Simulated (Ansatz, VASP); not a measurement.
**Two plane-wave programs on SiC**

File INCAR:

```
SYSTEM = SiC
ALGO     = Normal         ! electronic algorithm
EDIFF    = 1E-6           ! SCF threshold, eV
ENCUT    = 520            ! plane-wave cutoff, eV
GGA      = PE             ! functional
ISIF     = 2              ! what is computed and relaxed
ISMEAR   = 0              ! smearing method
LASPH    = .TRUE.         ! aspherical terms in the spheres
LCHARG   = .FALSE.        ! write CHGCAR
LREAL    = .FALSE.        ! projectors in reciprocal space
LWAVE    = .FALSE.        ! write WAVECAR
NBANDS   = 11             ! bands
NELM     = 60             ! most SCF steps
PREC     = Accurate       ! precision mode
SIGMA    = 0.02           ! smearing width, eV
```

Contents of KPOINTS:

```
k-points
0
G
  12 12 12
  0 0 0
```

File POSCAR:

```
SiC
1.0
    0.0000000000      2.1647822400      2.1647822400
    2.1647822400      0.0000000000      2.1647822400
    2.1647822400      2.1647822400      0.0000000000
Si C
1 1
Direct
    0.0000000000      0.0000000000      0.0000000000
    0.7500000000      0.7500000000      0.7500000000
```

Input for Ansatz:

```yaml
crystal:
  lattice:
    - [0.0, 2.16478224, 2.16478224]
    - [2.16478224, 0.0, 2.16478224]
    - [2.16478224, 2.16478224, 0.0]
  atoms:
    - { symbol: Si, position: [0.0, 0.0, 0.0] }
    - { symbol: C, position: [0.75, 0.75, 0.75] }
basis:
  ecutwfc: 420
kpoints:
  mp_grid: { grid: [12, 12, 12] }
hamiltonian:
  xc: pbe
scf:
  occupations: { method: gaussian, width: 0.02 }
output:
  forces: true
  stress: true
  eigenvalues: true
```

Alike in both runs: task single point; functional PBE; k mesh 12 × 12 × 12; occupations gaussian, width 0.02 eV; no spin polarisation.

```csv
,VASP,Ansatz
version,VASP 6.6.1,Ansatz 0.2.0
potentials or method,"VASP PAW PBE potentials, release 64 (Si, C), cutoff 520 eV","scalar-relativistic, plane waves, PAW"
valence electrons in the cell,8,8
```

VASP gave:

```
gap on the k mesh at the Fermi level (eV) : 1.34
least direct gap on the mesh (eV)         : 4.56
pressure (GPa)                            : 7.8
```

What did Ansatz give for the same quantities?

gap on the k mesh at the Fermi level (eV): 1.34; least direct gap on the mesh (eV): 4.57; pressure (GPa): 7.9.

The functional is the same, so the differences come from potentials, cutoffs and numerics.
